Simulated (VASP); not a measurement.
Here is a VASP 6.6.1 calculation.

The input POSCAR:

```
FeGe
1.0
    4.5540603832      0.0000000000      0.0000000000
    0.0000000000      4.5540603832      0.0000000000
    0.0000000000      0.0000000000      4.5540603832
Fe Ge
4 4
Direct
    0.1345812445      0.1345812445      0.1345812445
    0.3654187555      0.8654187555      0.6345812445
    0.6345812445      0.3654187555      0.8654187555
    0.8654187555      0.6345812445      0.3654187555
    0.8386994349      0.8386994349      0.8386994349
    0.6613005651      0.1613005651      0.3386994349
    0.3386994349      0.6613005651      0.1613005651
    0.1613005651      0.3386994349      0.6613005651
```

INCAR.step1

```
SYSTEM = FeGe
ALGO = Normal
EDIFF = 1E-4
ENCUT = 520
GGA = PE
ISMEAR = 0
LASPH = .True.
LCHARG = .False.
LREAL = .False.
LWAVE = .True.
NBANDS = 54
NELM = 100
PREC = Accurate
SIGMA = 0.03
```

INCAR.step2

```
SYSTEM = FeGe
ALGO = Normal
EDIFF = 1E-7
ENCUT = 520
ISIF = 2
ISMEAR = 0
ISTART = 1
LASPH = .True.
LCHARG = .False.
LMIXTAU = .True.
LREAL = .False.
LWAVE = .False.
METAGGA = R2SCAN
NBANDS = 54
NELM = 100
PREC = Accurate
SIGMA = 0.03
```

The input KPOINTS:

```
k-points
0
Gamma
  10 10 10
  0 0 0
```

Potentials or basis: VASP PAW PBE potentials, release 64 (Fe, Ge_d).

Run with:

```sh
$ cat potpaw_PBE.64/Fe/POTCAR potpaw_PBE.64/Ge_d/POTCAR > POTCAR
$ cp INCAR.step1 INCAR
$ mpirun -np 1 vasp_std > vasp.out
$ cp INCAR.step2 INCAR
$ mpirun -np 1 vasp_std > vasp.out
```

**Question.** What does it give for the pressure?

**Answer.** 5.1 GPa.

**Question.** What does it give for the band gap on the k mesh?

**Answer.** 0.23 eV (least direct gap 0.25 eV).

Forces in eV/Å, atoms in the order of the input:
```
Fe   0.020  0.020  0.020
Fe  -0.020 -0.020  0.020
Fe   0.020 -0.020 -0.020
Fe  -0.020  0.020 -0.020
Ge  -0.004 -0.004 -0.004
Ge   0.004  0.004 -0.004
Ge  -0.004  0.004  0.004
Ge   0.004 -0.004  0.004
```

Caveat: the cell stands under pressure; the PAW data sets were made with another functional, which shifts forces and pressure a little. A k mesh can miss the band edges.
